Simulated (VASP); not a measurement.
# Si (P-31c) in VASP: relaxation of cell and atoms with PBE

Aim: the relaxation of cell and atoms of Si with PBE.

Everything below comes from runs of VASP 6.6.1. Logs are shortened: lines on timing, memory, paths and dates and some standing lists are left out, and cuts for length are marked.

## Step 1: The cell of the first run

The structure is trigonal, space group P-31c (No. 163). The conventional cell has a = 5.943 Å, b = 5.943 Å, c = 5.411 Å, α = 90.00°, β = 90.00°, γ = 120.00°. Within 2.9 Å of Si (site symmetry 1) lie 7 Si at 2.08 to 2.87 Å.

The cell was generated, and may not be a known phase.

## Step 2: Relaxation of cell and atoms, PBE

The input, INCAR:

```
SYSTEM = Si
PREC = Accurate
ENCUT = 600
EDIFF = 1E-6
ISMEAR = 0
SIGMA = 0.1
LREAL = .False.
LASPH = .True.
NELM = 80
ALGO = Normal
ISIF = 3
LWAVE = .False.
LCHARG = .False.
GGA = PE
IBRION = 2
NSW = 90
EDIFFG = -0.04
```

The input, KPOINTS:

```
Automatic mesh
0
Gamma
  3 3 4
  0 0 0
```

The input, POSCAR:

```
Si
1.0
    5.9432519300      0.0000000000      0.0000000000
   -2.9716259600      5.1470071500      0.0000000000
    0.0000000000      0.0000000000      5.4112708100
Si
12
Direct
    0.7100800500      0.6495800300      0.5725860000
    0.9394999700      0.2899199500      0.5725860000
    0.9394999700      0.6495800300      0.9274140000
    0.3504199700      0.2899199500      0.9274140000
    0.6495800300      0.9394999700      0.4274140000
    0.0605000300      0.3504199700      0.0725860000
    0.0605000300      0.7100800500      0.4274140000
    0.6495800300      0.7100800500      0.0725860000
    0.2899199500      0.9394999700      0.0725860000
    0.2899199500      0.3504199700      0.4274140000
    0.7100800500      0.0605000300      0.9274140000
    0.3504199700      0.0605000300      0.5725860000
```

Potentials or basis: VASP PAW PBE potentials, release 64 (Si).

On the command line:

```sh
$ cat potpaw_PBE.64/Si/POTCAR > POTCAR
$ mpirun -np 1 vasp_std > vasp.out
```

OUTCAR:

```text
SYSTEM = Si
   PREC = Accurate
   ENCUT = 600
   EDIFF = 1E-6
   ISMEAR = 0
   LREAL = .False.
   LASPH = .True.
   NELM = 80
   ISIF = 3
   GGA = PE
   IBRION = 2
   NSW = 90
   EDIFFG = -0.04

 ion  position               nearest neighbor table
   1  0.710  0.650  0.573-   5 2.08   7 2.08   3 2.35  10 2.36   8 2.78   8 2.78   4 2.87   2 3.06
                            12 3.06  11 3.11
   2  0.939  0.290  0.573-   5 2.08  10 2.08  11 2.35   7 2.36   6 2.78   6 2.78   3 2.87   1 3.06
                            12 3.06   4 3.11
   3  0.939  0.650  0.927-   8 2.08   9 2.08   1 2.35   6 2.36   7 2.78   7 2.78   2 2.87  11 3.06
                             4 3.06  12 3.11
   4  0.350  0.290  0.927-   6 2.08   9 2.08  12 2.35   8 2.36  10 2.78  10 2.78   1 2.87  11 3.06
                             3 3.06   2 3.11
   5  0.650  0.939  0.427-   1 2.08   2 2.08   8 2.35  12 2.36  11 2.78  11 2.78   9 2.87  10 3.06
                             7 3.06   6 3.11
   6  0.061  0.350  0.073-   4 2.08  11 2.08  10 2.35   3 2.36   2 2.78   2 2.78   7 2.87   9 3.06
                             8 3.06   5 3.11
   7  0.061  0.710  0.427-  12 2.08   1 2.08   9 2.35   2 2.36   3 2.78   3 2.78   6 2.87  10 3.06
                             5 3.06   8 3.11
   8  0.650  0.710  0.073-   3 2.08  11 2.08   5 2.35   4 2.36   1 2.78   1 2.78  10 2.87   9 3.06
                             6 3.06   7 3.11
   9  0.290  0.939  0.073-   3 2.08   4 2.08   7 2.35  11 2.36  12 2.78  12 2.78   5 2.87   6 3.06
                             8 3.06  10 3.11
  10  0.290  0.350  0.427-  12 2.08   2 2.08   6 2.35   1 2.36   4 2.78   4 2.78   8 2.87   7 3.06
                             5 3.06   9 3.11
  11  0.710  0.061  0.927-   6 2.08   8 2.08   2 2.35   9 2.36   5 2.78   5 2.78  12 2.87   3 3.06
                             4 3.06   1 3.11
  12  0.350  0.061  0.573-  10 2.08   7 2.08   4 2.35   5 2.36   9 2.78   9 2.78  11 2.87   1 3.06
                             2 3.06   3 3.11

  LATTYP: Found a hexagonal cell.
 ALAT       =     5.9432519300
 C/A-ratio  =     0.9104898924

  Lattice vectors:

 A1 = (   5.9432519300,   0.0000000000,   0.0000000000)
 A2 = (  -2.9716259600,   5.1470071500,   0.0000000000)
 A3 = (   0.0000000000,   0.0000000000,   5.4112708100)

Analysis of symmetry for initial positions (statically):
=====================================================================
 Subroutine PRICEL returns:
 Original cell was already a primitive cell.

 Routine SETGRP: Setting up the symmetry group for a
 hexagonal supercell.

 Subroutine GETGRP returns: Found 12 space group operations
 (whereof  6 operations were pure point group operations)
 out of a pool of 24 trial point group operations.

The static configuration has the point symmetry S_6 .
 The point group associated with its full space group is D_3d.

Analysis of symmetry for dynamics (positions and initial velocities):
=====================================================================
 Subroutine PRICEL returns:
 Original cell was already a primitive cell.

 Routine SETGRP: Setting up the symmetry group for a
 hexagonal supercell.

 Subroutine GETGRP returns: Found 12 space group operations
[... 101 lines left out ...]
   ISTART =      0    job   : 0-new  1-cont  2-samecut
   ICHARG =      2    charge: 1-file 2-atom 10-const
   ISPIN  =      1    spin polarized calculation?
   LNONCOLLINEAR =      F non collinear calculations
   LSORBIT =      F    spin-orbit coupling
   LASPH  =      T    aspherical Exc in radial PAW
   ENCUT  =  600.0 eV  44.10 Ry    6.64 a.u.  11.87 11.87 10.81*2*pi/ulx,y,z
   NELM   =     80;   NELMIN=  2; NELMDL= -5     # of ELM steps
   EDIFF  = 0.1E-05   stopping-criterion for ELM
   LREAL  =      F    real-space projection
   EDIFFG = -.4E-01   stopping-criterion for IOM
   NSW    =     90    number of steps for IOM
   IBRION =      2    ionic relax: 0-MD 1-quasi-New 2-CG
   NFREE  =      1    steps in history (QN), initial steepest desc. (CG)
   ISIF   =      3    stress and relaxation
   ISYM   =      2    0-nonsym 1-usesym 2-fastsym
   POTIM  = 0.5000    time-step for ionic-motion
   TEBEG  =    0.0;   TEEND  =   0.0 temperature during run
   PSTRESS=    0.0 pullay stress
   NELECT =      48.0000    total number of electrons
   NUPDOWN=      -1.0000    fix difference up-down
   EMIN   =  10.00;   EMAX   =-10.00  energy-range for DOS
   EFERMI =   0.00;   METHOD = LEGACY
   ISMEAR =     0;   SIGMA  =   0.10  broadening in eV -4-tet -1-fermi 0-gaus
   EFERMI_NEDOS =   21; number of points for ismear=-14 and -15
   IALGO  =     38    algorithm
   IMIX   =      4    mixing-type and parameters
     AMIX     =   0.40;   BMIX     =  1.00
     AMIX_MAG =   1.60;   BMIX_MAG =  1.00
  volume/ion in A,a.u.               =      13.79        93.09
  Fermi-wavevector in a.u.,A,eV,Ry     =   1.083584  2.047677 15.975334  1.174154
  Thomas-Fermi vector in A             =   2.219653
   LORBIT       =      0    0 simple, 1 ext, 2 COOP (PROOUT), +10 PAW based schemes
   GGA     = PE    functional components
   LHFCALC =     F    Hartree Fock is set to
   AEXX    =    0.0000 exact exchange contribution
   IVDW    =     0    specifies the selected vdW correction
   LEPSILON=     F    determine dielectric tensor
   LRPA    =     F    only Hartree local field effects (RPA)
 conjugate gradient relaxation of ions
 non-spin polarized calculation
 Gauss-broadening in eV      SIGMA  =   0.10
  energy-cutoff  :      600.00
  volume of cell :      165.53
 maximum number of plane-waves:      5574
   NGX = 23   NGY = 23   NGZ = 21

--------------------------------------- Ionic step        1  -------------------------------------------

 number of electron      48.0000000 magnetization

 Free energy of the ion-electron system (eV)
  ---------------------------------------------------
  ext. energy  EPLUGINS =         0.00000000
  ---------------------------------------------------
  free energy    TOTEN  =       -51.82471937 eV

  energy without entropy =      -51.79494097  energy(sigma->0) =      -51.80983017

 E-fermi :  10.4058     XC(G=0): -11.1177

 val. band max:       10.3980600337   @ k =   0.3333   0.3333   0.0000
 cond. band min:      10.4858038609   @ k =   0.3333   0.3333   0.5000
 fundamental gap:      0.0877438272
 Fermi energy:        10.4057529774
[... 819 lines left out ...]
     30       8.2023      0.00000
     31       9.4150      0.00000

[... ionic steps 4 to 24 ...]

--------------------------------------- Ionic step       25  -------------------------------------------

 number of electron      47.9999998 magnetization

------------------------ aborting loop because EDIFF is reached ----------------------------------------
[... 87 lines left out ...]
--------------------------------------- Ionic step       27  -------------------------------------------

 number of electron      47.9999996 magnetization

 Free energy of the ion-electron system (eV)
  ---------------------------------------------------
  ext. energy  EPLUGINS =         0.00000000
  ---------------------------------------------------
  free energy    TOTEN  =       -60.29539003 eV

  energy without entropy =      -60.28675939  energy(sigma->0) =      -60.29107471

 E-fermi :   6.8375     XC(G=0):  -9.7848

 val. band max:        6.6070799766   @ k =   0.0000   0.0000   0.5000
 cond. band min:       6.8680255241   @ k =   0.3333  -0.0000   0.0000
 fundamental gap:      0.2609455475
 Fermi energy:         6.8375372907
[... 377 lines left out ...]
  FREE ENERGIE OF THE ION-ELECTRON SYSTEM (eV)
  ---------------------------------------------------
  free  energy   TOTEN  =       -60.2953900335 eV

  energy  without entropy=      -60.2867593875  energy(sigma->0) =      -60.29107471

 reached required accuracy - stopping structural energy minimisation
```

Run time: 22 min. Hardware: 1 thread of Intel Xeon 8259CL, shared host; peak memory 0.34 GiB.

Results:

```yaml
Free_energy: -60.2954 eV
Relaxed_volume: 18.87 Å³/atom
Relaxed_cell: a = 6.777 Å, b = 6.777 Å, c = 5.693 Å, α = 90.00°, β = 90.00°, γ = 120.00°
Space_group_after_relaxing_to_0.1_Å: P-3m1 (No. 164)
Energy_gained_by_relaxing: 705.9 meV/atom
Ionic_steps: 27
Pressure_after_relaxing: 0.1 GPa
Largest_force_after_relaxing: 0.037 eV/Å
Band_gap_on_the_k_mesh: zero (bands 24 and 25 overlap by 0.91 eV)
```

Forces on the atoms (eV/Å):
```
Si  -0.033  0.016  0.009
Si   0.030  0.020  0.009
Si   0.033  0.016 -0.009
Si  -0.030  0.020 -0.009
Si  -0.002  0.036 -0.009
Si  -0.033 -0.016  0.009
Si  -0.030 -0.020 -0.009
Si   0.030 -0.020  0.009
Si   0.002  0.036  0.009
Si   0.033 -0.016 -0.009
Si  -0.002 -0.036 -0.009
Si   0.002 -0.036  0.009
```

The path:
| step | energy change (eV) | largest force (eV/Å) | pressure (GPa) | volume (Å³) |
| --- | --- | --- | --- | --- |
| 1 | 0.0000 | 3.9498 | 44.56 | 165.53 |
| 2 | -3.8725 | 0.4955 | -11.65 | 275.30 |
| 3 | -7.1448 | 0.5059 | -1.42 | 215.78 |
| 4 | -7.1538 | 0.5093 | -0.85 | 214.29 |
| 5 | -7.1561 | 0.5149 | -0.33 | 212.99 |
| 6 | -7.2803 | 0.4220 | -0.09 | 212.45 |
| 7 | -7.4518 | 0.4994 | 1.36 | 210.80 |
| 8 | -7.5377 | 0.4914 | 0.87 | 212.20 |
| 9 | -7.7722 | 0.5313 | -0.42 | 216.39 |
| 10 | -8.0405 | 0.5853 | -2.98 | 224.82 |
| 11 | -8.1343 | 0.5119 | -2.75 | 224.20 |
| 12 | -8.2981 | 0.2963 | -2.02 | 222.36 |
| 13 | -8.3067 | 0.2782 | -1.75 | 221.75 |
| 14 | -8.3555 | 0.2073 | -0.77 | 219.57 |
| 15 | -8.3716 | 0.1402 | 0.18 | 217.57 |
| 16 | -8.3720 | 0.1282 | 0.34 | 217.22 |
| 17 | -8.3721 | 0.1241 | 0.39 | 217.10 |
| 18 | -8.3774 | 0.1209 | 0.35 | 217.53 |
| 19 | -8.3918 | 0.1130 | 0.22 | 218.82 |
| 20 | -8.4144 | 0.1103 | -0.08 | 221.42 |
| 21 | -8.4314 | 0.1308 | -0.73 | 226.68 |
| 22 | -8.4368 | 0.1242 | -0.69 | 226.82 |
| 23 | -8.4507 | 0.1045 | -0.60 | 227.22 |
| 24 | -8.4661 | 0.0654 | -0.43 | 228.03 |
| 25 | -8.4670 | 0.0576 | -0.38 | 228.28 |
| 26 | -8.4692 | 0.0474 | -0.17 | 227.53 |
| 27 | -8.4707 | 0.0374 | 0.14 | 226.44 |

Final structure:
```xyz
12
Lattice="6.7772 0.0000 0.0000 -3.3886 5.8692 0.0000 0.0000 0.0000 5.6929" Properties=species:S:1:pos:R:3 pbc="T T T"
Si    2.2705    3.9063    3.1626
Si    5.6363    1.9498    3.1626
Si    4.5067    3.9063    5.3767
Si    1.1409    1.9498    5.3767
Si    1.1296    5.8560    2.5303
Si   -1.1181    1.9629    0.3162
Si   -2.2477    3.9195    2.5303
Si    2.2477    3.9195    0.3162
Si   -1.1296    5.8560    0.3162
Si    1.1181    1.9629    2.5303
Si    4.5182    0.0132    5.3767
Si    2.2590    0.0132    3.1626
```

Levels at points of the mesh, in eV from the Fermi level:
```csv
k point,band 22,band 23,band 24,band 25,band 26,band 27
"(0.00, 0.00, 0.00)",-1.30,-0.26,-0.26,0.92,0.92,1.57
"(0.00, 0.00, 0.50)",-0.23,0.26,0.26,0.26,0.26,0.29
```

Caveat: the k points lie up to 0.36 Å⁻¹ apart in the final cell, too coarse for converged energies and pressures of a metal; the volume moved by over 15 % at a fixed basis, so the end points are rough.

The gap in the log of VASP goes by the Fermi energy; the results here count the filled bands.